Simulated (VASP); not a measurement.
Here is a VASP 6.6.1 calculation.

Contents of INCAR:

```
PREC     = Accurate       # precision mode
ENCUT    = 520            # plane-wave cutoff, eV
EDIFF    = 1E-7           # SCF threshold, eV
ISMEAR   = 0              # smearing method
SIGMA    = 0.1            # smearing width, eV
LREAL    = F              # projectors in reciprocal space
LASPH    = T              # aspherical terms in the spheres
NELM     = 100            # most SCF steps
ALGO     = Normal         # electronic algorithm
ISIF     = 2              # what is computed and relaxed
LWAVE    = F              # write WAVECAR
LCHARG   = T              # write CHGCAR
GGA      = PE             # functional
LELF     = T              # ELF
LVHAR    = T            
NBANDS   = 21             # bands
```

The input KPOINTS:

```
Automatic mesh
0
Gamma
  6 6 6
```

POSCAR

```
Al2BP3
1.0
   -1.8005142900      1.8005142900      7.6389351900
    1.8005142900     -1.8005142900      7.6389351900
    1.8005142900      1.8005142900     -7.6389351900
Al B P
2 1 3
Direct
    0.8333333300      0.8333333300      0.0000000000
    0.1666666700      0.1666666700      0.0000000000
    0.5000000000      0.5000000000      0.0000000000
    0.5833333300      0.0833333300      0.5000000000
    0.2500000000      0.7500000000      0.5000000000
    0.9166666700      0.4166666700      0.5000000000
```

Potentials or basis: VASP PAW PBE potentials, release 64 (Al, B, P).

Command:

```console
$ cat potpaw_PBE.64/Al/POTCAR potpaw_PBE.64/B/POTCAR potpaw_PBE.64/P/POTCAR > POTCAR
$ mpirun -np 1 vasp_std > vasp.out
```

(1) Estimate the largest force.

(2) What does it give for the pressure?

Results:

(1) 4.075 eV/Å.

(2) 12.1 GPa.

Caveat: forces of over 1 eV/Å act on the atoms, so gaps and moduli don't describe the material at rest.
